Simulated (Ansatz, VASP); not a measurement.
One calculation of SiC, two programs

```
Si C
1.0
     0.00000    2.34792    2.00008
     2.34792    0.00000    2.00008
     2.34792    2.34792    0.00000
Si C
1 1
Direct
  0.00000 0.00000 0.00000
  0.75000 0.75000 0.75000
```

Change from the starting cell: strain +0.080 along x and y, -0.080 along z, atoms carried along.

Alike in both runs: task single point; functional PBEsol; k mesh 12 × 12 × 12; occupations gaussian, width 0.05 eV; no spin polarisation.

|  | VASP | Ansatz |
| --- | --- | --- |
| version | VASP 6.6.1 | Ansatz 0.2.0 |
| potentials or method | VASP PAW PBE potentials, release 64 (Si, C), cutoff 520 eV | scalar-relativistic, plane waves, PAW |
| valence electrons in the cell | 8 | 8 |

VASP gave:

| Property | Result |
| --- | --- |
| gap on the k mesh at the Fermi level (eV) | none |
| pressure (GPa) | -14.0 |
| traceless stress, the component that is largest in VASP (GPa) | 19.42 |

Question: Which values does Ansatz return?

Answer: gap on the k mesh at the Fermi level (eV): none; pressure (GPa): -14.3; traceless stress, the component that is largest in VASP (GPa): 19.44.

VASP's potentials were made for PBE, not for PBEsol. A gap of «none» marks a metal or a gap that the smearing closes.
